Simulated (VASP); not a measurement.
# SnS3 (I4_1/amd) in VASP: further runs

The runs below take SnS3 through single point, with PBE.

Everything below comes from runs of VASP 6.6.1. Logs are shortened: lines on timing, memory, paths and dates and some standing lists are left out, and cuts for length are marked.

## (1) The cell of the first run

It takes space group I4_1/amd (No. 141, tetragonal). The conventional cell has a = 9.632 Å, b = 9.632 Å, c = 5.258 Å, α = 90.00°, β = 90.00°, γ = 90.00°. Within 3.3 Å of Sn (site symmetry -4m2) lie 6 S at 2.50 to 2.63 Å. Within 3.5 Å of S (site symmetry -4m2) lie 2 Sn at 2.63 Å and 4 S at 3.11 Å. Within 3.3 Å of S (site symmetry 2/m) lie 2 Sn at 2.50 Å and 2 S at 3.11 Å.

## (2) Single point, PBE

Input file INCAR:

```
ALGO = Normal ; EDIFF = 1E-6
ENCUT = 520 ; GGA = PE
ISIF = 2 ; ISMEAR = 0
LASPH = True ; LCHARG = False
LREAL = False ; LWAVE = False
NBANDS = 42 ; NELM = 80
PREC = Accurate ; SIGMA = 0.1
```

Input file KPOINTS:

```
k-points
0
Gamma
  4 4 4
```

Input file POSCAR:

```
SnS3
1.0
   -4.8160120000      4.8160120000      2.6290052400
    4.8160120000     -4.8160120000      2.6290052400
    4.8160120000      4.8160120000     -2.6290052400
Sn S
2 6
Direct
    0.0000000000      0.0000000000      0.0000000000
    0.7500000000      0.2500000000      0.5000000000
    0.5000000000      0.5000000000      0.0000000000
    0.8750000000      0.6250000000      0.7500000000
    0.8750000000      0.1250000000      0.2500000000
    0.8750000000      0.1250000000      0.7500000000
    0.3750000000      0.1250000000      0.2500000000
    0.2500000000      0.7500000000      0.5000000000
```

Potentials or basis: VASP PAW PBE potentials, release 64 (Sn_d, S).

On the command line:

```sh
> cat potpaw_PBE.64/Sn_d/POTCAR potpaw_PBE.64/S/POTCAR > POTCAR
> mpirun -np 1 vasp_std > vasp.out
```

OUTCAR:

```text
EDIFF = 1E-6
   ENCUT = 520
   GGA = PE
   ISIF = 2
   ISMEAR = 0
   LASPH = True
   LREAL = False
   NELM = 80
   PREC = Accurate

 ion  position               nearest neighbor table
   1  0.000  0.000  0.000-   4 2.50   7 2.50   6 2.50   5 2.50   3 2.63   3 2.63
   2  0.750  0.250  0.500-   4 2.50   7 2.50   6 2.50   5 2.50   8 2.63   8 2.63
   3  0.500  0.500  0.000-   1 2.63   1 2.63
   4  0.875  0.625  0.750-   1 2.50   2 2.50
   5  0.875  0.125  0.250-   1 2.50   2 2.50
   6  0.875  0.125  0.750-   1 2.50   2 2.50
   7  0.375  0.125  0.250-   1 2.50   2 2.50
   8  0.250  0.750  0.500-   2 2.63   2 2.63

  LATTYP: Found a body centered tetragonal cell.
 ALAT       =     9.6320240000
 C/A-ratio  =     0.5458884322

  Lattice vectors:

 A1 = (  -4.8160120000,   4.8160120000,   2.6290052400)
 A2 = (   4.8160120000,  -4.8160120000,   2.6290052400)
 A3 = (   4.8160120000,   4.8160120000,  -2.6290052400)

Analysis of symmetry for initial positions (statically):
=====================================================================
 Subroutine PRICEL returns:
 Original cell was already a primitive cell.

 Routine SETGRP: Setting up the symmetry group for a
 body centered tetragonal supercell.

 Subroutine GETGRP returns: Found 16 space group operations
 (whereof  8 operations were pure point group operations)
 out of a pool of 16 trial point group operations.

The static configuration has the point symmetry D_2d.
 The point group associated with its full space group is D_4h.

Analysis of symmetry for dynamics (positions and initial velocities):
=====================================================================
 Subroutine PRICEL returns:
 Original cell was already a primitive cell.

 Routine SETGRP: Setting up the symmetry group for a
 body centered tetragonal supercell.

 Subroutine GETGRP returns: Found 16 space group operations
 (whereof  8 operations were pure point group operations)
 out of a pool of 16 trial point group operations.

The dynamic configuration has the point symmetry D_2d.
 The point group associated with its full space group is D_4h.

 Subroutine INISYM returns: Found 16 space group operations
 (whereof  8 operations are pure point group operations),
 and found     1 'primitive' translations

----------------------------------------------------------------------------------------

                                     Primitive cell

  volume of cell :     243.9083

  direct lattice vectors                    reciprocal lattice vectors
    -4.816012000  4.816012000  2.629005240     0.000000000  0.103820339  0.190186004
     4.816012000 -4.816012000  2.629005240     0.103820339  0.000000000  0.190186004
     4.816012000  4.816012000 -2.629005240     0.103820339  0.103820339  0.000000000

  length of vectors
     7.300658307  7.300658307  7.300658307     0.216678053  0.216678053  0.146824132

  position of ions in fractional coordinates (direct lattice)
     0.000000000  0.000000000  0.000000000
     0.750000000  0.250000000  0.500000000
     0.500000000  0.500000000  0.000000000
     0.875000000  0.625000000  0.750000000
     0.875000000  0.125000000  0.250000000
     0.875000000  0.125000000  0.750000000
     0.375000000  0.125000000  0.250000000
     0.250000000  0.750000000  0.500000000

  ion indices of the primitive-cell ions
   primitive index   ion index
                 1           1
                 2           2
                 3           3
                 4           4
                 5           5
                 6           6
                 7           7
                 8           8

----------------------------------------------------------------------------------------

 KPOINTS: k-points

Automatic generation of k-mesh.
 Grid dimensions read from file:
 generate k-points for:    4    4    4

 Generating k-lattice:

  Cartesian coordinates                     Fractional coordinates (reciprocal lattice)
     0.000000000  0.025955085  0.047546501     0.250000000  0.000000000  0.000000000
     0.025955085  0.000000000  0.047546501     0.000000000  0.250000000  0.000000000
     0.025955085  0.025955085  0.000000000     0.000000000  0.000000000  0.250000000

  Length of vectors
     0.054169513  0.054169513  0.036706033

  Shift w.r.t. Gamma in fractional coordinates (k-lattice)
     0.000000000  0.000000000  0.000000000

 Subroutine IBZKPT returns following result:
 ===========================================

 Found     13 irreducible k-points:

 Following reciprocal coordinates:
            Coordinates               Weight
  0.000000  0.000000  0.000000      1.000000
  0.250000  0.000000  0.000000      8.000000
  0.500000  0.000000  0.000000      4.000000
  0.250000  0.250000  0.000000      8.000000
  0.500000  0.250000 -0.000000     16.000000
 -0.250000  0.250000  0.000000      4.000000
  0.500000  0.500000  0.000000      2.000000
  0.250000  0.250000  0.250000      2.000000
 -0.250000  0.250000  0.250000      4.000000
  0.500000  0.500000  0.250000      4.000000
 -0.250000  0.500000  0.250000      8.000000
 -0.250000 -0.250000  0.250000      2.000000
  0.500000  0.500000  0.500000      1.000000
   k-points           NKPTS =     13   k-points in BZ     NKDIM =     13   number of bands    NBANDS=     42
   number of dos      NEDOS =    301   number of ions     NIONS =      8
   total plane-waves  NPLWV = 157464
   dimension x,y,z NGX =    54 NGY =   54 NGZ =   54
   dimension x,y,z NGXF=   108 NGYF=  108 NGZF=  108
   ions per type =               2   6
   NGX,Y,Z   is equivalent  to a cutoff of  12.30, 12.30, 12.30 a.u.
   NGXF,Y,Z  is equivalent  to a cutoff of  24.59, 24.59, 24.59 a.u.
 SYSTEM =  unknown system
   PREC   = accura    normal or accurate (medium, high low for compatibility)
   ISTART =      0    job   : 0-new  1-cont  2-samecut
   ICHARG =      2    charge: 1-file 2-atom 10-const
   ISPIN  =      1    spin polarized calculation?
   LNONCOLLINEAR =      F non collinear calculations
   LSORBIT =      F    spin-orbit coupling
   LASPH  =      T    aspherical Exc in radial PAW
   ENCUT  =  520.0 eV  38.22 Ry    6.18 a.u.  13.57 13.57 13.57*2*pi/ulx,y,z
   NELM   =     80;   NELMIN=  2; NELMDL= -5     # of ELM steps
   EDIFF  = 0.1E-05   stopping-criterion for ELM
   LREAL  =      F    real-space projection
   EDIFFG = 0.1E-04   stopping-criterion for IOM
   NSW    =      0    number of steps for IOM
   IBRION =     -1    ionic relax: 0-MD 1-quasi-New 2-CG
   NFREE  =      0    steps in history (QN), initial steepest desc. (CG)
   ISIF   =      2    stress and relaxation
   ISYM   =      2    0-nonsym 1-usesym 2-fastsym
   POTIM  = 0.5000    time-step for ionic-motion
   TEBEG  =    0.0;   TEEND  =   0.0 temperature during run
   PSTRESS=    0.0 pullay stress
   NELECT =      64.0000    total number of electrons
   NUPDOWN=      -1.0000    fix difference up-down
   EMIN   =  10.00;   EMAX   =-10.00  energy-range for DOS
   EFERMI =   0.00;   METHOD = LEGACY
   ISMEAR =     0;   SIGMA  =   0.10  broadening in eV -4-tet -1-fermi 0-gaus
   EFERMI_NEDOS =   21; number of points for ismear=-14 and -15
   IALGO  =     38    algorithm
   IMIX   =      4    mixing-type and parameters
     AMIX     =   0.40;   BMIX     =  1.00
     AMIX_MAG =   1.60;   BMIX_MAG =  1.00
  volume/ion in A,a.u.               =      30.49       205.75
  Fermi-wavevector in a.u.,A,eV,Ry     =   1.048076  1.980576 14.945491  1.098463
  Thomas-Fermi vector in A             =   2.182982
   LORBIT       =      0    0 simple, 1 ext, 2 COOP (PROOUT), +10 PAW based schemes
   GGA     = PE    functional components
   LHFCALC =     F    Hartree Fock is set to
   AEXX    =    0.0000 exact exchange contribution
   IVDW    =     0    specifies the selected vdW correction
   LEPSILON=     F    determine dielectric tensor
   LRPA    =     F    only Hartree local field effects (RPA)
 non-spin polarized calculation
 Gauss-broadening in eV      SIGMA  =   0.10
  energy-cutoff  :      520.00
  volume of cell :      243.91
 maximum number of plane-waves:      6593
   NGX = 27   NGY = 27   NGZ = 27

 number of electron      64.0000013 magnetization

 Free energy of the ion-electron system (eV)
  ---------------------------------------------------
  ext. energy  EPLUGINS =         0.00000000
  ---------------------------------------------------
  free energy    TOTEN  =       -27.80509959 eV

  energy without entropy =      -27.75871644  energy(sigma->0) =      -27.78190802

 E-fermi :   1.7076     XC(G=0):  -7.9059

 val. band max:        1.6952563481   @ k =  -0.2500   0.2500   0.2500
 cond. band min:       1.7084208684   @ k =   0.0000   0.0000   0.0000
 fundamental gap:      0.0131645203
 Fermi energy:         1.7076401592

 k-point     1 :       0.0000    0.0000    0.0000
  band No.  band energies     occupation
      1     -19.8993      2.00000
      2     -19.8780      2.00000
      3     -19.8718      2.00000
      4     -19.8680      2.00000
      5     -19.8028      2.00000
      6     -19.8028      2.00000
[... 34 lines left out ...]
     41       8.0807      0.00000
     42       8.0807      0.00000

 k-point     2 :       0.2500    0.0000    0.0000
  band No.  band energies     occupation
      1     -19.8965      2.00000
      2     -19.8735      2.00000
      3     -19.8693      2.00000
      4     -19.8655      2.00000
      5     -19.8031      2.00000
      6     -19.8023      2.00000
[... 34 lines left out ...]
     41       7.9179      0.00000
     42       8.4144      0.00000

 k-point     3 :       0.5000    0.0000    0.0000
  band No.  band energies     occupation
      1     -19.8923      2.00000
      2     -19.8772      2.00000
      3     -19.8635      2.00000
      4     -19.8595      2.00000
      5     -19.8035      2.00000
      6     -19.8010      2.00000
[... 34 lines left out ...]
     41       8.3180      0.00000
     42       8.7173      0.00000

 k-point     4 :       0.2500    0.2500    0.0000
  band No.  band energies     occupation
      1     -19.8923      2.00000
      2     -19.8773      2.00000
      3     -19.8629      2.00000
      4     -19.8600      2.00000
      5     -19.8027      2.00000
      6     -19.8026      2.00000
[... 349 lines left out ...]
     41       8.4112      0.00000
     42       8.5103      0.00000

 k-point    12 :      -0.2500   -0.2500    0.2500
  band No.  band energies     occupation
      1     -19.8956      2.00000
      2     -19.8753      2.00000
      3     -19.8619      2.00000
      4     -19.8589      2.00000
      5     -19.8035      2.00000
      6     -19.8035      2.00000
[... 34 lines left out ...]
     41       8.4033      0.00000
     42       8.8760      0.00000

 k-point    13 :       0.5000    0.5000    0.5000
  band No.  band energies     occupation
      1     -19.8878      2.00000
      2     -19.8878      2.00000
      3     -19.8709      2.00000
      4     -19.8709      2.00000
      5     -19.8028      2.00000
      6     -19.8028      2.00000
[... 34 lines left out ...]
     41       8.3446      0.00000
     42       8.3446      0.00000

------------------------ aborting loop because EDIFF is reached ----------------------------------------

  FORCE on cell =-STRESS in cart. coord.  units (eV):
  Direction    XX          YY          ZZ          XY          YZ          ZX
  --------------------------------------------------------------------------------------
  -------------------------------------------------------------------------------------
  Total        2.6652428      2.6652428     -0.2182068      0.0000000      0.0000000      0.0000000
  in kB       17.5073656     17.5073656     -1.4333503      0.0000000      0.0000000      0.0000000
  external PRESSURE =      11.1937936 kB  Pullay stress =       0.0000000 kB

 VOLUME and BASIS-vectors are now :
 -----------------------------------------------------------------------------
  energy-cutoff  :      520.00
  volume of cell :      243.91
      direct lattice vectors                 reciprocal lattice vectors
    -4.816012000  4.816012000  2.629005240     0.000000000  0.103820339  0.190186004
     4.816012000 -4.816012000  2.629005240     0.103820339  0.000000000  0.190186004
     4.816012000  4.816012000 -2.629005240     0.103820339  0.103820339  0.000000000

 POSITION                                       TOTAL-FORCE (eV/Angst)
 -----------------------------------------------------------------------------------
      0.00000      0.00000      0.00000        -0.000000      0.000000     -0.000000
      0.00000      4.81601      1.31450         0.000000     -0.000000      0.000000
      0.00000      0.00000      2.62901        -0.000000     -0.000000      0.000000
      2.40801      4.81601      1.97175        -0.000000     -0.000000      0.000000
     -2.40801      4.81601      1.97175        -0.000000     -0.000000      0.000000
      0.00000      7.22402      0.65725        -0.000000     -0.000000      0.000000
      0.00000      2.40801      0.65725        -0.000000     -0.000000      0.000000
      4.81601      0.00000      1.31450         0.000000      0.000000     -0.000000
 -----------------------------------------------------------------------------------
    total drift:                                0.000000     -0.000000      0.000000

  FREE ENERGIE OF THE ION-ELECTRON SYSTEM (eV)
  ---------------------------------------------------
  free  energy   TOTEN  =       -27.8050995917 eV

  energy  without entropy=      -27.7587164388  energy(sigma->0) =      -27.78190802
```

It took 93 s on 1 thread of Intel Xeon 6975P-C (Granite Rapids), shared host; peak memory 0.43 GiB.

What came out:

```yaml
Free_energy: -27.8051 eV
Pressure: 1.1 GPa
Band_gap_on_the_k_mesh: zero (band 32 reaches 1.71 eV, above the bottom of band 33 at 1.70 eV)
```

Stress tensor (GPa, compression positive):
```
 1.75  0.00  0.00
 0.00  1.75  0.00
 0.00  0.00 -0.14
```

Levels at points of the mesh, in eV from the Fermi level:
| k point | band 29 | band 30 | band 31 | band 32 | band 33 | band 34 | band 35 | band 36 |
| --- | --- | --- | --- | --- | --- | --- | --- | --- |
| (0.00, 0.00, 0.00) | -0.79 | -0.71 | -0.71 | 0.00 | 0.14 | 0.39 | 0.39 | 3.34 |
| (0.50, 0.00, 0.00) | -0.90 | -0.62 | -0.21 | -0.13 | 0.28 | 0.60 | 1.10 | 2.85 |
| (0.50, 0.50, 0.00) | -0.40 | -0.40 | -0.39 | -0.39 | 0.14 | 0.14 | 0.30 | 0.30 |
| (0.50, 0.50, 0.50) | -0.82 | -0.82 | -0.51 | -0.51 | 0.16 | 0.16 | 1.78 | 1.78 |

Caveat: spin-orbit coupling is left out, which moves the levels of the heavy elements.

## (3) Single point, PBE

This run uses another cell than the first one, of 31.23 Å³/atom, 1.024 times its volume.

Input file INCAR:

```
PREC     = Accurate       # precision mode
ENCUT    = 520            # plane-wave cutoff, eV
EDIFF    = 1E-6           # SCF threshold, eV
ISMEAR   = 0              # smearing method
SIGMA    = 0.1            # smearing width, eV
LREAL    = F              # projectors in reciprocal space
LASPH    = T              # aspherical terms in the spheres
NELM     = 100            # most SCF steps
ALGO     = Normal         # electronic algorithm
ISIF     = 2              # what is computed and relaxed
LWAVE    = F              # write WAVECAR
LCHARG   = T              # write CHGCAR
GGA      = PE             # functional
LELF     = T              # ELF
LVHAR    = T            
NBANDS   = 42             # bands
```

Input file KPOINTS:

```
Automatic mesh
0
Gamma
  8 8 8
```

POSCAR: that of step 2 with these lines changed.

```diff
@@ -2,5 +2,5 @@
 1.0
-   -4.8160120000      4.8160120000      2.6290052400
-    4.8160120000     -4.8160120000      2.6290052400
-    4.8160120000      4.8160120000     -2.6290052400
+   -4.9002412969      4.9002412969      2.6010220408
+    4.9002412969     -4.9002412969      2.6010220408
+    4.9002412969      4.9002412969     -2.6010220408
 Sn S
```

Potentials or basis: VASP PAW PBE potentials, release 64 (Sn_d, S).

On the command line:

```sh
> cat potpaw_PBE.64/Sn_d/POTCAR potpaw_PBE.64/S/POTCAR > POTCAR
> mpirun -np 1 vasp_std > vasp.out
```

It took 7.1 min on 1 thread of Intel Xeon 6975P-C (Granite Rapids), shared host; peak memory 0.73 GiB.

It converged, with:

- Free energy: -27.8661 eV
- Pressure: -0.1 GPa
- Band gap on the k mesh: zero (band 32 reaches 1.51 eV, above the bottom of band 33 at 1.44 eV)

Levels at points of the mesh, in eV from the Fermi level:
```tsv
k point	band 29	band 30	band 31	band 32	band 33	band 34	band 35	band 36
(0.00, 0.00, 0.00)	-0.74	-0.65	-0.65	-0.08	0.15	0.37	0.37	3.30
(0.50, 0.00, 0.00)	-0.87	-0.58	-0.17	-0.10	0.24	0.61	1.17	2.80
(0.50, 0.50, 0.00)	-0.42	-0.42	-0.37	-0.37	0.13	0.13	0.25	0.25
(0.50, 0.50, 0.50)	-0.77	-0.77	-0.50	-0.50	0.16	0.16	1.57	1.57
```

Caveat: spin-orbit coupling is left out, which moves the levels of the heavy elements.

## (4) Single point, PBE

This run uses another cell than the first one, of 31.23 Å³/atom, 1.024 times its volume.

Input file INCAR:

```
SYSTEM = SnS3
PREC = Accurate
ENCUT = 520
EDIFF = 1E-6
ISMEAR = 0
SIGMA = 0.1
LREAL = .FALSE.
LASPH = .TRUE.
NELM = 80
ALGO = Normal
ISIF = 2
LWAVE = .FALSE.
LCHARG = .TRUE.
GGA = PE
LELF = .TRUE.
LVHAR = .TRUE.
NBANDS = 42
```

Input file KPOINTS:

```
Automatic mesh
0
G
  8 8 8
  0 0 0
```

POSCAR is that of step 3.

On the command line:

```sh
> cat potpaw_PBE.64/Sn_d/POTCAR potpaw_PBE.64/S/POTCAR > POTCAR
> mpirun -np 1 vasp_std > vasp.out
```

Wall time 7.2 min (1 thread of Intel Xeon 6975P-C (Granite Rapids), shared host); peak memory 0.72 GiB.

The run converged. Its results:

```
Free energy            : -27.8661 eV
Pressure               : -0.1 GPa
Band gap on the k mesh : zero (band 32 reaches 1.51 eV, above the bottom of band 33 at 1.44 eV)
```

Levels at points of the mesh, in eV from the Fermi level:
```
           k point  band 28  band 29  band 30  band 31  band 32  band 33  band 34  band 35  band 36  band 37
(0.00, 0.00, 0.00)    -1.00    -0.74    -0.65    -0.65    -0.08     0.15     0.37     0.37     3.30     3.30
(0.50, 0.00, 0.00)    -0.93    -0.87    -0.58    -0.17    -0.10     0.24     0.61     1.17     2.80     3.02
(0.50, 0.50, 0.00)    -1.60    -0.42    -0.42    -0.37    -0.37     0.13     0.13     0.25     0.25     5.77
(0.50, 0.50, 0.50)    -0.97    -0.77    -0.77    -0.50    -0.50     0.16     0.16     1.57     1.57     4.23
```

Caveat: spin-orbit coupling is left out, which moves the levels of the heavy elements.
